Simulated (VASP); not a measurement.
# ZnO (P6_3mc) in VASP: further runs

Runs on ZnO. Level: PBE. Tasks: single point.

Program: VASP 6.6.1. These are calculated values, not measurements. Logs are shortened: lines on timing, memory, paths and dates and some standing lists are left out, and cuts for length are marked.

## Step 1: The cell of the first run

The structure is hexagonal, space group P6_3mc (No. 186). Conventional cell: a = 3.213 Å, b = 3.213 Å, c = 5.185 Å, α = 90.00°, β = 90.00°, γ = 120.00°. Zn (site symmetry 3m) has 4 O at 1.96 to 1.97 Å within 2.6 Å. Within 2.6 Å of O (site symmetry 3m) lie 4 Zn at 1.96 to 1.97 Å.

## Step 2: Single point, PBE (11.59 Å³/atom)

File INCAR:

```
SYSTEM = ZnO
ALGO = Normal
EDIFF = 1E-6
ENCUT = 520
GGA = PE
ISIF = 2
ISMEAR = 0
LASPH = .TRUE.
LCHARG = .FALSE.
LREAL = .FALSE.
LWAVE = .FALSE.
NBANDS = 26
NELM = 80
PREC = Accurate
SIGMA = 0.02
```

File KPOINTS:

```
k-points
0
G
  9 9 6
  0 0 0
```

File POSCAR:

```
ZnO
1.0
    3.2126949973      0.0000000000      0.0000000000
   -1.6063474987      2.7822754823      0.0000000000
    0.0000000000      0.0000000000      5.1850996727
Zn O
2 2
Direct
    0.3333333333      0.6666666667      0.8104565264
    0.6666666667      0.3333333333      0.3104565264
    0.6666666667      0.3333333333      0.6895524379
    0.3333333333      0.6666666667      0.1895524379
```

Potentials or basis: VASP PAW PBE potentials, release 64 (Zn, O).

The run is started by

```console
$ cat potpaw_PBE.64/Zn/POTCAR potpaw_PBE.64/O/POTCAR > POTCAR
$ mpirun -np 1 vasp_std > vasp.out
```

OUTCAR:

```text
SYSTEM = ZnO
   EDIFF = 1E-6
   ENCUT = 520
   GGA = PE
   ISIF = 2
   ISMEAR = 0
   LASPH = .TRUE.
   LREAL = .FALSE.
   NELM = 80
   PREC = Accurate

 ion  position               nearest neighbor table
   1  0.333  0.667  0.810-   3 1.96   3 1.96   3 1.96   4 1.97
   2  0.667  0.333  0.310-   4 1.96   4 1.96   4 1.96   3 1.97
   3  0.667  0.333  0.690-   1 1.96   1 1.96   1 1.96   2 1.97
   4  0.333  0.667  0.190-   2 1.96   2 1.96   2 1.96   1 1.97

  LATTYP: Found a hexagonal cell.
 ALAT       =     3.2126949973
 C/A-ratio  =     1.6139408431

  Lattice vectors:

 A1 = (   3.2126949973,   0.0000000000,   0.0000000000)
 A2 = (  -1.6063474987,   2.7822754823,   0.0000000000)
 A3 = (   0.0000000000,   0.0000000000,   5.1850996727)

Analysis of symmetry for initial positions (statically):
=====================================================================
 Subroutine PRICEL returns:
 Original cell was already a primitive cell.

 Routine SETGRP: Setting up the symmetry group for a
 hexagonal supercell.

 Subroutine GETGRP returns: Found 12 space group operations
 (whereof  6 operations were pure point group operations)
 out of a pool of 24 trial point group operations.

The static configuration has the point symmetry C_3v.
 The point group associated with its full space group is C_6v.

Analysis of symmetry for dynamics (positions and initial velocities):
=====================================================================
 Subroutine PRICEL returns:
 Original cell was already a primitive cell.

 Routine SETGRP: Setting up the symmetry group for a
 hexagonal supercell.

 Subroutine GETGRP returns: Found 12 space group operations
 (whereof  6 operations were pure point group operations)
 out of a pool of 24 trial point group operations.

The dynamic configuration has the point symmetry C_3v.
 The point group associated with its full space group is C_6v.

 Subroutine INISYM returns: Found 12 space group operations
 (whereof  6 operations are pure point group operations),
 and found     1 'primitive' translations

----------------------------------------------------------------------------------------

                                     Primitive cell
[... 90 lines left out ...]
   LNONCOLLINEAR =      F non collinear calculations
   LSORBIT =      F    spin-orbit coupling
   LASPH  =      T    aspherical Exc in radial PAW
   ENCUT  =  520.0 eV  38.22 Ry    6.18 a.u.   5.97  5.97  9.64*2*pi/ulx,y,z
   NELM   =     80;   NELMIN=  2; NELMDL= -5     # of ELM steps
   EDIFF  = 0.1E-05   stopping-criterion for ELM
   LREAL  =      F    real-space projection
   EDIFFG = 0.1E-04   stopping-criterion for IOM
   NSW    =      0    number of steps for IOM
   IBRION =     -1    ionic relax: 0-MD 1-quasi-New 2-CG
   NFREE  =      0    steps in history (QN), initial steepest desc. (CG)
   ISIF   =      2    stress and relaxation
   ISYM   =      2    0-nonsym 1-usesym 2-fastsym
   POTIM  = 0.5000    time-step for ionic-motion
   TEBEG  =    0.0;   TEEND  =   0.0 temperature during run
   PSTRESS=    0.0 pullay stress
   NELECT =      36.0000    total number of electrons
   NUPDOWN=      -1.0000    fix difference up-down
   EMIN   =  10.00;   EMAX   =-10.00  energy-range for DOS
   EFERMI =   0.00;   METHOD = LEGACY
   ISMEAR =     0;   SIGMA  =   0.02  broadening in eV -4-tet -1-fermi 0-gaus
   EFERMI_NEDOS =   21; number of points for ismear=-14 and -15
   IALGO  =     38    algorithm
   IMIX   =      4    mixing-type and parameters
     AMIX     =   0.40;   BMIX     =  1.00
     AMIX_MAG =   1.60;   BMIX_MAG =  1.00
  volume/ion in A,a.u.               =      11.59        78.19
  Fermi-wavevector in a.u.,A,eV,Ry     =   1.504874  2.843799 30.812369  2.264645
  Thomas-Fermi vector in A             =   2.615796
   LORBIT       =      0    0 simple, 1 ext, 2 COOP (PROOUT), +10 PAW based schemes
   GGA     = PE    functional components
   LHFCALC =     F    Hartree Fock is set to
   AEXX    =    0.0000 exact exchange contribution
   IVDW    =     0    specifies the selected vdW correction
   LEPSILON=     F    determine dielectric tensor
   LRPA    =     F    only Hartree local field effects (RPA)
 non-spin polarized calculation
 Gauss-broadening in eV      SIGMA  =   0.02
  energy-cutoff  :      520.00
  volume of cell :       46.35
 maximum number of plane-waves:      1272
 NGX is ok and might be reduce to    24
   NGX = 11   NGY = 11   NGZ = 19

 number of electron      36.0000012 magnetization

 Free energy of the ion-electron system (eV)
  ---------------------------------------------------
  ext. energy  EPLUGINS =         0.00000000
  ---------------------------------------------------
  free energy    TOTEN  =       -17.75907326 eV

  energy without entropy =      -17.75907326  energy(sigma->0) =      -17.75907326

 E-fermi :   1.5870     XC(G=0): -11.0550

 val. band max:        1.4554445876   @ k =   0.0000   0.0000   0.0000
 cond. band min:       2.2736598476   @ k =   0.0000   0.0000   0.0000
 fundamental gap:      0.8182152600
 Fermi energy:         1.5869940705

 k-point     1 :       0.0000    0.0000    0.0000
  band No.  band energies     occupation
      1     -16.8615      2.00000
      2     -16.1006      2.00000
      3      -4.4072      2.00000
      4      -4.3801      2.00000
      5      -4.3801      2.00000
      6      -4.3325      2.00000
[... 685 lines left out ...]
     25      14.9705      0.00000
     26      16.0827      0.00000

 [... further k-points ...]

------------------------ aborting loop because EDIFF is reached ----------------------------------------

  FORCE on cell =-STRESS in cart. coord.  units (eV):
  Direction    XX          YY          ZZ          XY          YZ          ZX
  --------------------------------------------------------------------------------------
  -------------------------------------------------------------------------------------
  Total        3.0066562      3.0066562      2.9788534     -0.0000000      0.0000000      0.0000000
  in kB      103.9363882    103.9363882    102.9752785     -0.0000000      0.0000000      0.0000000
  external PRESSURE =     103.6160183 kB  Pullay stress =       0.0000000 kB

 VOLUME and BASIS-vectors are now :
 -----------------------------------------------------------------------------
  energy-cutoff  :      520.00
  volume of cell :       46.35
      direct lattice vectors                 reciprocal lattice vectors
     3.212694997  0.000000000  0.000000000     0.311265153  0.179709020  0.000000000
    -1.606347499  2.782275482  0.000000000     0.000000000  0.359418040  0.000000000
     0.000000000  0.000000000  5.185099673     0.000000000  0.000000000  0.192860323

 POSITION                                       TOTAL-FORCE (eV/Angst)
 -----------------------------------------------------------------------------------
     -0.00000      1.85485      4.20230        -0.000000     -0.000000      0.003442
      1.60635      0.92743      1.60975         0.000000     -0.000000      0.003442
      1.60635      0.92743      3.57540        -0.000000      0.000000     -0.003442
     -0.00000      1.85485      0.98285         0.000000      0.000000     -0.003442
 -----------------------------------------------------------------------------------
    total drift:                                0.000001      0.000002     -0.003129

  FREE ENERGIE OF THE ION-ELECTRON SYSTEM (eV)
  ---------------------------------------------------
  free  energy   TOTEN  =       -17.7590732610 eV

  energy  without entropy=      -17.7590732610  energy(sigma->0) =      -17.75907326
```

OSZICAR:

```text
N       E                     dE             d eps       ncg     rms          rms(c)
DAV:   1     0.297283790203E+03    0.29728E+03   -0.18300E+04  2520   0.204E+03
DAV:   2     0.102125395252E+02   -0.28707E+03   -0.26927E+03  2658   0.413E+02
DAV:   3    -0.204261314098E+02   -0.30639E+02   -0.30278E+02  2796   0.139E+02
DAV:   4    -0.210028832470E+02   -0.57675E+00   -0.57565E+00  2730   0.194E+01
DAV:   5    -0.210057608080E+02   -0.28776E-02   -0.28774E-02  2760   0.140E+00    0.153E+01
DAV:   6    -0.175819959931E+02    0.34238E+01   -0.65161E+00  3882   0.608E+01    0.948E+00
DAV:   7    -0.177958510067E+02   -0.21386E+00   -0.29432E+00  2556   0.168E+01    0.563E+00
DAV:   8    -0.178068025969E+02   -0.10952E-01   -0.48306E-01  3704   0.759E+00    0.163E+00
DAV:   9    -0.177561975774E+02    0.50605E-01   -0.10339E-01  3720   0.646E+00    0.288E-01
DAV:  10    -0.177589941282E+02   -0.27966E-02   -0.37239E-02  2528   0.132E+00    0.137E-01
DAV:  11    -0.177590303280E+02   -0.36200E-04   -0.53124E-04  2648   0.197E-01    0.327E-02
DAV:  12    -0.177590730450E+02   -0.42717E-04   -0.57078E-05  2936   0.151E-01    0.222E-02
DAV:  13    -0.177590779298E+02   -0.48849E-05   -0.15458E-05  2762   0.679E-02    0.176E-02
DAV:  14    -0.177590734002E+02    0.45297E-05   -0.87763E-06  3274   0.373E-02    0.245E-03
DAV:  15    -0.177590732610E+02    0.13915E-06   -0.23725E-06  1978   0.128E-02
   1 F= -.17759073E+02 E0= -.17759073E+02  d E =-.754347E-23
```

It took 44 s on 1 thread of Intel Xeon 6975P-C (Granite Rapids), shared host; peak memory 0.18 GiB.

What came out:

```
Free energy            : -17.7591 eV
Pressure               : 10.4 GPa
Largest force          : 0.003 eV/Å
Band gap on the k mesh : 0.82 eV
```

Forces on the atoms (eV/Å):
```
Zn   0.000  0.000  0.003
Zn   0.000  0.000  0.003
O    0.000  0.000 -0.003
O    0.000  0.000 -0.003
```

Caveat: the cell stands under pressure.

## Step 3: Single point, PBE (11.96 Å³/atom)

This run uses another cell than the first one, of 11.96 Å³/atom.

File INCAR:

```
SYSTEM = ZnO
PREC     = Accurate       ! precision mode
ENCUT    = 520            ! plane-wave cutoff, eV
EDIFF    = 1E-7           ! SCF threshold, eV
ISMEAR   = 0              ! smearing method
SIGMA    = 0.02           ! smearing width, eV
LREAL    = .False.        ! projectors in reciprocal space
LASPH    = .True.         ! aspherical terms in the spheres
NELM     = 100            ! most SCF steps
ALGO     = Normal         ! electronic algorithm
ISIF     = 2              ! what is computed and relaxed
LWAVE    = .False.        ! write WAVECAR
LCHARG   = .False.        ! write CHGCAR
GGA      = PE             ! functional
NBANDS   = 26             ! bands
```

File KPOINTS:

```
Automatic mesh
0
Gamma
  9 9 6
  0 0 0
```

File POSCAR:

```
ZnO
1.0
    3.2465153248      0.0000000000      0.0000000000
   -1.6232576624      2.8115647450      0.0000000000
    0.0000000000      0.0000000000      5.2396836805
Zn O
2 2
Direct
    0.3333333333      0.6666666667      0.8104565264
    0.6666666667      0.3333333333      0.3104565264
    0.6666666667      0.3333333333      0.6895524379
    0.3333333333      0.6666666667      0.1895524379
```

Potentials or basis: VASP PAW PBE potentials, release 64 (Zn, O).

The run is started by

```console
$ cat potpaw_PBE.64/Zn/POTCAR potpaw_PBE.64/O/POTCAR > POTCAR
$ mpirun -np 1 vasp_std > vasp.out
```

It took 42 s on 1 thread of Intel Xeon 6975P-C (Granite Rapids), shared host; peak memory 0.18 GiB.

It converged, with:

```
Free energy            : -17.8317 eV
Pressure               : 5.2 GPa
Band gap on the k mesh : 0.77 eV
```

Levels at points of the mesh, in eV from the valence-band top:
```tsv
k point	band 15	band 16	band 17	band 18	band 19	band 20	band 21	band 22
(0.00, 0.00, 0.00)	-0.79	-0.09	0.00	0.00	0.77	5.21	8.17	12.88
(0.00, 0.00, 0.50)	-0.39	-0.39	-0.39	-0.39	3.43	3.43	10.04	10.04
```

Caveat: the cell stands under pressure.

## Step 4: Single point, PBE

This run uses another cell than the first one, of 12.33 Å³/atom.

File INCAR:

```
SYSTEM = ZnO
ALGO     = Normal         ! electronic algorithm
EDIFF    = 1E-6           ! SCF threshold, eV
ENCUT    = 520            ! plane-wave cutoff, eV
GGA      = PE             ! functional
ISIF     = 2              ! what is computed and relaxed
ISMEAR   = 0              ! smearing method
LASPH    = .TRUE.         ! aspherical terms in the spheres
LCHARG   = .FALSE.        ! write CHGCAR
LREAL    = .FALSE.        ! projectors in reciprocal space
LWAVE    = .FALSE.        ! write WAVECAR
NBANDS   = 26             ! bands
NELM     = 60             ! most SCF steps
PREC     = Accurate       ! precision mode
SIGMA    = 0.01           ! smearing width, eV
```

File KPOINTS:

```
k-points
0
G
  9 9 6
  0 0 0
```

File POSCAR:

```
ZnO
1.0
    3.2795543055      0.0000000000      0.0000000000
   -1.6397771528      2.8401773417      0.0000000000
    0.0000000000      0.0000000000      5.2934413845
Zn O
2 2
Direct
    0.3333333333      0.6666666667      0.8104629096
    0.6666666667      0.3333333333      0.3104629096
    0.6666666667      0.3333333333      0.6895460547
    0.3333333333      0.6666666667      0.1895460547
```

The run is started by

```console
$ cat potpaw_PBE.64/Zn/POTCAR potpaw_PBE.64/O/POTCAR > POTCAR
$ mpirun -np 1 vasp_std > vasp.out
```

Run time: 44 s. Hardware: 1 thread of Intel Xeon 6975P-C (Granite Rapids), shared host; peak memory 0.18 GiB.

It converged, with:

```yaml
Free_energy: -17.8609 eV
Pressure: 0.9 GPa
Band_gap_on_the_k_mesh: 0.73 eV
```

Levels at points of the mesh, in eV from the valence-band top:
| k point | band 14 | band 15 | band 16 | band 17 | band 18 | band 19 | band 20 | band 21 | band 22 | band 23 |
| --- | --- | --- | --- | --- | --- | --- | --- | --- | --- | --- |
| (0.00, 0.00, 0.00) | -0.75 | -0.75 | -0.08 | 0.00 | 0.00 | 0.73 | 5.09 | 8.07 | 12.73 | 12.73 |
| (0.00, 0.00, 0.50) | -2.23 | -0.37 | -0.37 | -0.37 | -0.37 | 3.36 | 3.36 | 9.91 | 9.91 | 13.01 |

## Step 5: Single point, PBE

This run uses another cell than the first one, of 12.33 Å³/atom.

File INCAR:

```
SYSTEM = ZnO
  ALGO = Normal
  EDIFF = 1E-6
  ENCUT = 520
  GGA = PE
  ISIF = 2
  ISMEAR = 0
  LASPH = .TRUE.
  LCHARG = .FALSE.
  LREAL = .FALSE.
  LWAVE = .FALSE.
  NBANDS = 26
  NELM = 60
  PREC = Accurate
  SIGMA = 0.02
```

KPOINTS is that of step 4.

File POSCAR:

```
ZnO
1.0
    3.2796453204      0.0000000000      0.0000000000
   -1.6398226602      2.8402561629      0.0000000000
    0.0000000000      0.0000000000      5.2931535335
Zn O
2 2
Direct
    0.3333333333      0.6666666667      0.8104565264
    0.6666666667      0.3333333333      0.3104565264
    0.6666666667      0.3333333333      0.6895524379
    0.3333333333      0.6666666667      0.1895524379
```

The run is started by

```console
$ cat potpaw_PBE.64/Zn/POTCAR potpaw_PBE.64/O/POTCAR > POTCAR
$ mpirun -np 1 vasp_std > vasp.out
```

It took 46 s on 1 thread of Intel Xeon 6975P-C (Granite Rapids), shared host; peak memory 0.19 GiB.

Results (log left out):

| Item | Value |
| --- | --- |
| Free energy | -17.8609 eV |
| Pressure | 0.9 GPa |
| Band gap on the k mesh | 0.73 eV |

Levels at points of the mesh, in eV from the valence-band top:
| k point | band 15 | band 16 | band 17 | band 18 | band 19 | band 20 | band 21 | band 22 |
| --- | --- | --- | --- | --- | --- | --- | --- | --- |
| (0.00, 0.00, 0.00) | -0.75 | -0.08 | 0.00 | 0.00 | 0.73 | 5.09 | 8.07 | 12.73 |
| (0.00, 0.00, 0.50) | -0.37 | -0.37 | -0.37 | -0.37 | 3.36 | 3.36 | 9.91 | 9.91 |

(Part 1 of 2 ends here.)
